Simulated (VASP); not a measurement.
# Os (Fm-3m) in VASP: further runs

Runs on Os. Level: LDA. Tasks: single point.

Everything below comes from runs of VASP 6.6.1. Logs are shortened: lines on timing, memory, paths and dates and some standing lists are left out, and cuts for length are marked.

## Step 1: The cell of the first run

The structure is cubic, space group Fm-3m (No. 225). The conventional cell has a = 3.774 Å, b = 3.774 Å, c = 3.774 Å, α = 90.00°, β = 90.00°, γ = 90.00°. Within 3.5 Å of Os (site symmetry m-3m) lie 12 Os at 2.67 Å.

This isn't the form of Os at room conditions, which is hcp.

## Step 2: Single point, LDA

INCAR reads:

```
SYSTEM = Os
PREC     = Accurate       ! precision mode
ENCUT    = 600            ! plane-wave cutoff, eV
EDIFF    = 1E-6           ! SCF threshold, eV
ISMEAR   = 1              ! smearing method
SIGMA    = 0.05           ! smearing width, eV
LREAL    = .FALSE.        ! projectors in reciprocal space
LASPH    = .TRUE.         ! aspherical terms in the spheres
NELM     = 120            ! most SCF steps
ALGO     = Normal         ! electronic algorithm
ISIF     = 2              ! what is computed and relaxed
LWAVE    = .FALSE.        ! write WAVECAR
LCHARG   = .TRUE.         ! write CHGCAR
LELF     = .TRUE.         ! ELF
LVHAR    = .TRUE.       
NBANDS   = 10             ! bands
GGA_COMPAT= .FALSE.
```

KPOINTS reads:

```
Automatic mesh
0
G
  9 9 9
  0 0 0
```

POSCAR reads:

```
Os
1.0
    0.0000000000      1.8871573829      1.8871573829
    1.8871573829      0.0000000000      1.8871573829
    1.8871573829      1.8871573829      0.0000000000
Os
1
Direct
    0.0000000000      0.0000000000      0.0000000000
```

Potentials or basis: VASP PAW LDA potentials, release 64 (Os).

Started as:

```
> cat potpaw_LDA.64/Os/POTCAR > POTCAR
> mpirun -np 1 vasp_std > vasp.out
```

OUTCAR:

```text
SYSTEM = Os
   PREC = Accurate
   ENCUT = 600
   EDIFF = 1E-6
   ISMEAR = 1
   LREAL = .FALSE.
   LASPH = .TRUE.
   NELM = 120
   ISIF = 2

 ion  position               nearest neighbor table
   1  0.000  0.000  0.000-

  LATTYP: Found a face centered cubic cell.
 ALAT       =     3.7743147658

  Lattice vectors:

 A1 = (   0.0000000000,   1.8871573829,   1.8871573829)
 A2 = (   1.8871573829,   0.0000000000,   1.8871573829)
 A3 = (   1.8871573829,   1.8871573829,   0.0000000000)

Analysis of symmetry for initial positions (statically):
=====================================================================
 Subroutine PRICEL returns:
 Original cell was already a primitive cell.

 Routine SETGRP: Setting up the symmetry group for a
 face centered cubic supercell.

 Subroutine GETGRP returns: Found 48 space group operations
 (whereof 48 operations were pure point group operations)
 out of a pool of 48 trial point group operations.

The static configuration has the point symmetry O_h .

Analysis of symmetry for dynamics (positions and initial velocities):
=====================================================================
 Subroutine PRICEL returns:
 Original cell was already a primitive cell.

 Routine SETGRP: Setting up the symmetry group for a
 face centered cubic supercell.

 Subroutine GETGRP returns: Found 48 space group operations
 (whereof 48 operations were pure point group operations)
 out of a pool of 48 trial point group operations.

The dynamic configuration has the point symmetry O_h .

 Subroutine INISYM returns: Found 48 space group operations
 (whereof 48 operations are pure point group operations),
 and found     1 'primitive' translations

----------------------------------------------------------------------------------------

                                     Primitive cell

  volume of cell :      13.4417

  direct lattice vectors                    reciprocal lattice vectors
     0.000000000  1.887157383  1.887157383    -0.264948755  0.264948755  0.264948755
     1.887157383  0.000000000  1.887157383     0.264948755 -0.264948755  0.264948755
     1.887157383  1.887157383  0.000000000     0.264948755  0.264948755 -0.264948755

  length of vectors
     2.668843565  2.668843565  2.668843565     0.458904706  0.458904706  0.458904706

  position of ions in fractional coordinates (direct lattice)
     0.000000000  0.000000000  0.000000000

  ion indices of the primitive-cell ions
   primitive index   ion index
                 1           1

----------------------------------------------------------------------------------------

 KPOINTS: Automatic mesh

Automatic generation of k-mesh.
 Grid dimensions read from file:
 generate k-points for:    9    9    9

 Generating k-lattice:

  Cartesian coordinates                     Fractional coordinates (reciprocal lattice)
    -0.029438751  0.029438751  0.029438751     0.111111111  0.000000000  0.000000000
     0.029438751 -0.029438751  0.029438751     0.000000000  0.111111111  0.000000000
     0.029438751  0.029438751 -0.029438751     0.000000000  0.000000000  0.111111111

  Length of vectors
     0.050989412  0.050989412  0.050989412

  Shift w.r.t. Gamma in fractional coordinates (k-lattice)
     0.000000000  0.000000000  0.000000000

 Subroutine IBZKPT returns following result:
 ===========================================

 Found     35 irreducible k-points:

 Following reciprocal coordinates:
            Coordinates               Weight
  0.000000  0.000000  0.000000      1.000000
  0.111111  0.000000  0.000000      8.000000
  0.222222  0.000000  0.000000      8.000000
  0.333333  0.000000  0.000000      8.000000
  0.444444  0.000000  0.000000      8.000000
  0.111111  0.111111  0.000000      6.000000
[... 16 lines left out ...]
 -0.333333  0.333333  0.000000     12.000000
  0.444444  0.444444  0.000000      6.000000
 [... further k-points ...]
   k-points           NKPTS =     35   k-points in BZ     NKDIM =     35   number of bands    NBANDS=     10
   number of dos      NEDOS =    301   number of ions     NIONS =      1
   total plane-waves  NPLWV =  13824
   dimension x,y,z NGX =    24 NGY =   24 NGZ =   24
   dimension x,y,z NGXF=    48 NGYF=   48 NGZF=   48
   ions per type =               1
   NGX,Y,Z   is equivalent  to a cutoff of  14.95, 14.95, 14.95 a.u.
   NGXF,Y,Z  is equivalent  to a cutoff of  29.90, 29.90, 29.90 a.u.
 SYSTEM =  Os
   PREC   = accura    normal or accurate (medium, high low for compatibility)
   ISTART =      0    job   : 0-new  1-cont  2-samecut
   ICHARG =      2    charge: 1-file 2-atom 10-const
   ISPIN  =      1    spin polarized calculation?
   LNONCOLLINEAR =      F non collinear calculations
   LSORBIT =      F    spin-orbit coupling
   LASPH  =      T    aspherical Exc in radial PAW
   ENCUT  =  600.0 eV  44.10 Ry    6.64 a.u.   5.33  5.33  5.33*2*pi/ulx,y,z
   NELM   =    120;   NELMIN=  2; NELMDL= -5     # of ELM steps
   EDIFF  = 0.1E-05   stopping-criterion for ELM
   LREAL  =      F    real-space projection
   EDIFFG = 0.1E-04   stopping-criterion for IOM
   NSW    =      0    number of steps for IOM
   IBRION =     -1    ionic relax: 0-MD 1-quasi-New 2-CG
   NFREE  =      0    steps in history (QN), initial steepest desc. (CG)
   ISIF   =      2    stress and relaxation
   ISYM   =      2    0-nonsym 1-usesym 2-fastsym
   POTIM  = 0.5000    time-step for ionic-motion
   TEBEG  =    0.0;   TEEND  =   0.0 temperature during run
   PSTRESS=    0.0 pullay stress
   NELECT =       8.0000    total number of electrons
   NUPDOWN=      -1.0000    fix difference up-down
   EMIN   =  10.00;   EMAX   =-10.00  energy-range for DOS
   EFERMI =   0.00;   METHOD = LEGACY
   ISMEAR =     1;   SIGMA  =   0.05  broadening in eV -4-tet -1-fermi 0-gaus
   EFERMI_NEDOS =   21; number of points for ismear=-14 and -15
   IALGO  =     38    algorithm
   IMIX   =      4    mixing-type and parameters
     AMIX     =   0.40;   BMIX     =  1.00
     AMIX_MAG =   1.60;   BMIX_MAG =  1.00
  volume/ion in A,a.u.               =      13.44        90.71
  Fermi-wavevector in a.u.,A,eV,Ry     =   1.377062  2.602269 25.800710  1.896299
  Thomas-Fermi vector in A             =   2.502249
   LORBIT       =      0    0 simple, 1 ext, 2 COOP (PROOUT), +10 PAW based schemes
   GGA     = CA    functional components
   LHFCALC =     F    Hartree Fock is set to
   AEXX    =    0.0000 exact exchange contribution
   IVDW    =     0    specifies the selected vdW correction
   LEPSILON=     F    determine dielectric tensor
   LRPA    =     F    only Hartree local field effects (RPA)
 non-spin polarized calculation
 Methfessel and Paxton  Order N= 1 SIGMA  =   0.05
  energy-cutoff  :      600.00
  volume of cell :       13.44
 maximum number of plane-waves:       459
 NGX is ok and might be reduce to    24
   NGX = 11   NGY = 11   NGZ = 11

 number of electron       8.0000000 magnetization

 Free energy of the ion-electron system (eV)
  ---------------------------------------------------
  ext. energy  EPLUGINS =         0.00000000
  ---------------------------------------------------
  free energy    TOTEN  =       -12.51236884 eV

  energy without entropy =      -12.51215119  energy(sigma->0) =      -12.51229629

 E-fermi :  10.0297     XC(G=0): -14.4042

 val. band max:       10.0081290295   @ k =  -0.3333   0.4444   0.1111
 cond. band min:      10.1808194031   @ k =  -0.4444   0.3333   0.0000
 fundamental gap:      0.1726903736
 Fermi energy:        10.0296916555

 k-point     1 :       0.0000    0.0000    0.0000
  band No.  band energies     occupation
      1      -1.2150      2.00000
      2       6.6842      2.00000
      3       6.6842      2.00000
      4       6.6842      2.00000
      5       9.9545      2.05501
      6       9.9545      2.05501
      7      24.1741      0.00000
      8      30.2108      0.00000
      9      30.2108      0.00000
     10      30.2108      0.00000

 k-point     2 :       0.1111    0.0000    0.0000
  band No.  band energies     occupation
      1      -0.6241      2.00000
      2       6.3512      2.00000
      3       6.9391      2.00000
      4       6.9391      2.00000
      5       9.7822      2.00000
      6       9.7822      2.00000
      7      25.2476      0.00000
      8      28.0149      0.00000
      9      31.2785      0.00000
     10      31.2785      0.00000

 k-point     3 :       0.2222    0.0000    0.0000
  band No.  band energies     occupation
      1       0.7974      2.00000
      2       5.9687      2.00000
      3       7.2256      2.00000
      4       7.2256      2.00000
      5       9.9086      2.00326
      6       9.9086      2.00326
      7      24.8858      0.00000
      8      27.7518      0.00000
      9      34.1452      0.00000
     10      34.1452      0.00000

 k-point     4 :       0.3333    0.0000    0.0000
  band No.  band energies     occupation
      1       1.7763      2.00000
      2       6.9155      2.00000
      3       6.9155      2.00000
      4       7.0318      2.00000
      5      11.0908      0.00000
      6      11.0908      0.00000
      7      22.4597      0.00000
      8      26.3997      0.00000
      9      34.1529      0.00000
     10      34.1529      0.00000

 k-point     5 :       0.4444    0.0000    0.0000
  band No.  band energies     occupation
      1       1.8524      2.00000
      2       6.5738      2.00000
      3       6.5738      2.00000
      4       9.3076      2.00000
      5      12.3236      0.00000
      6      12.3236      0.00000
      7      20.0052      0.00000
      8      24.0158      0.00000
      9      31.1377      0.00000
     10      31.1377      0.00000

 k-point     6 :       0.1111    0.1111    0.0000
  band No.  band energies     occupation
      1      -0.4229      2.00000
      2       6.0302      2.00000
      3       7.1700      2.00000
      4       7.1700      2.00000
      5       9.1636      2.00000
      6      10.2113     -0.00000
      7      25.6596      0.00000
      8      28.8462      0.00000
      9      30.6462      0.00000
     10      30.6462      0.00000
[... 183 lines left out ...]
 k-point    21 :       0.4444    0.3333    0.0000
  band No.  band energies     occupation
      1       2.5405      2.00000
      2       3.2689      2.00000
      3       8.7319      2.00000
      4      10.7894     -0.00000
      5      12.7285      0.00000
      6      13.4816      0.00000
      7      22.6175      0.00000
      8      25.3236      0.00000
      9      26.7677      0.00000
     10      32.8860      0.00000

 k-point    22 :      -0.4444    0.3333    0.0000
  band No.  band energies     occupation
      1       2.8975      2.00000
      2       3.9839      2.00000
      3       7.9467      2.00000
      4      10.1808     -0.00016
      5      12.5664      0.00000
      6      17.6385      0.00000
      7      18.5513      0.00000
      8      24.9567      0.00000
      9      26.4354      0.00000
     10      32.7705      0.00000

 k-point    23 :      -0.3333    0.3333    0.0000
  band No.  band energies     occupation
      1       3.6059      2.00000
      2       4.9702      2.00000
      3       6.6857      2.00000
      4       9.3484      2.00000
      5      11.3872      0.00000
      6      16.3721      0.00000
      7      21.9676      0.00000
      8      22.9668      0.00000
      9      29.6025      0.00000
     10      30.9192      0.00000

 k-point    24 :       0.4444    0.4444    0.0000
  band No.  band energies     occupation
      1       1.9950      2.00000
      2       2.6930      2.00000
      3      11.7357      0.00000
      4      12.4097      0.00000
      5      12.8498      0.00000
      6      12.8498      0.00000
      7      23.1089      0.00000
      8      23.1089      0.00000
      9      23.8958      0.00000
     10      32.7843      0.00000

 [... further k-points ...]

------------------------ aborting loop because EDIFF is reached ----------------------------------------

  FORCE on cell =-STRESS in cart. coord.  units (eV):
  Direction    XX          YY          ZZ          XY          YZ          ZX
  --------------------------------------------------------------------------------------
  -------------------------------------------------------------------------------------
  Total        0.9699398      0.9699398      0.9699398     -0.0000000      0.0000000      0.0000000
  in kB      115.6114969    115.6114969    115.6114969     -0.0000000      0.0000000      0.0000000
  external PRESSURE =     115.6114969 kB  Pullay stress =       0.0000000 kB

 VOLUME and BASIS-vectors are now :
 -----------------------------------------------------------------------------
  energy-cutoff  :      600.00
  volume of cell :       13.44
      direct lattice vectors                 reciprocal lattice vectors
     0.000000000  1.887157383  1.887157383    -0.264948755  0.264948755  0.264948755
     1.887157383  0.000000000  1.887157383     0.264948755 -0.264948755  0.264948755
     1.887157383  1.887157383  0.000000000     0.264948755  0.264948755 -0.264948755

 POSITION                                       TOTAL-FORCE (eV/Angst)
 -----------------------------------------------------------------------------------
      0.00000      0.00000      0.00000        -0.000000     -0.000000     -0.000000
 -----------------------------------------------------------------------------------
    total drift:                               -0.000000      0.000000      0.000000

  FREE ENERGIE OF THE ION-ELECTRON SYSTEM (eV)
  ---------------------------------------------------
  free  energy   TOTEN  =       -12.5123688362 eV

  energy  without entropy=      -12.5121511876  energy(sigma->0) =      -12.51229629
```

Run time: 11 s. Hardware: 1 thread of Intel Xeon 8259CL, shared host; peak memory 0.13 GiB.

Results:

| Quantity | Value |
| --- | --- |
| Free energy | -12.5124 eV |
| Pressure | 11.6 GPa |
| Band gap on the k mesh | zero (bands 4 and 5 overlap by 3.83 eV) |

Levels at points of the mesh, in eV from the Fermi level:
| k point | band 2 | band 3 | band 4 | band 5 | band 6 | band 7 |
| --- | --- | --- | --- | --- | --- | --- |
| (0.00, 0.00, 0.00) | -3.35 | -3.35 | -3.35 | -0.08 | -0.08 | 14.14 |

Caveat: the cell stands under pressure; spin-orbit coupling is left out, which moves the levels of the heavy elements.

## Step 3: Single point, LDA

This run uses another cell than the first one, of 13.18 Å³/atom.

INCAR reads:

```
SYSTEM = Os
ALGO = Normal ; EDIFF = 1E-6
ENCUT = 600 ; GGA_COMPAT = .FALSE.
ISIF = 2 ; ISMEAR = 1
LASPH = .TRUE. ; LCHARG = .FALSE.
LREAL = .FALSE. ; LWAVE = .FALSE.
NBANDS = 10 ; NELM = 120
PREC = Accurate ; SIGMA = 0.05
```

KPOINTS reads:

```
k-points
0
G
  9 9 9
  0 0 0
```

POSCAR reads:

```
Os
1.0
    0.0000000000      1.8748487503      1.8748487503
    1.8748487503      0.0000000000      1.8748487503
    1.8748487503      1.8748487503      0.0000000000
Os
1
Direct
    0.0000000000      0.0000000000      0.0000000000
```

Potentials or basis: VASP PAW LDA potentials, release 64 (Os).

Started as:

```
> cat potpaw_LDA.64/Os/POTCAR > POTCAR
> mpirun -np 1 vasp_std > vasp.out
```

Wall time 9 s (1 thread of Intel Xeon 8259CL, shared host); peak memory 0.13 GiB.

It converged, with:

| Property | Result |
| --- | --- |
| Free energy | -12.4851 eV |
| Pressure | 21.9 GPa |
| Band gap on the k mesh | zero (bands 4 and 5 overlap by 3.95 eV) |

Levels at points of the mesh, in eV from the Fermi level:
| k point | band 2 | band 3 | band 4 | band 5 | band 6 | band 7 |
| --- | --- | --- | --- | --- | --- | --- |
| (0.00, 0.00, 0.00) | -3.44 | -3.44 | -3.44 | -0.07 | -0.07 | 14.12 |

Caveat: the cell stands under pressure; spin-orbit coupling is left out, which moves the levels of the heavy elements.

The gap in the log of VASP goes by the Fermi energy; the results here count the filled bands.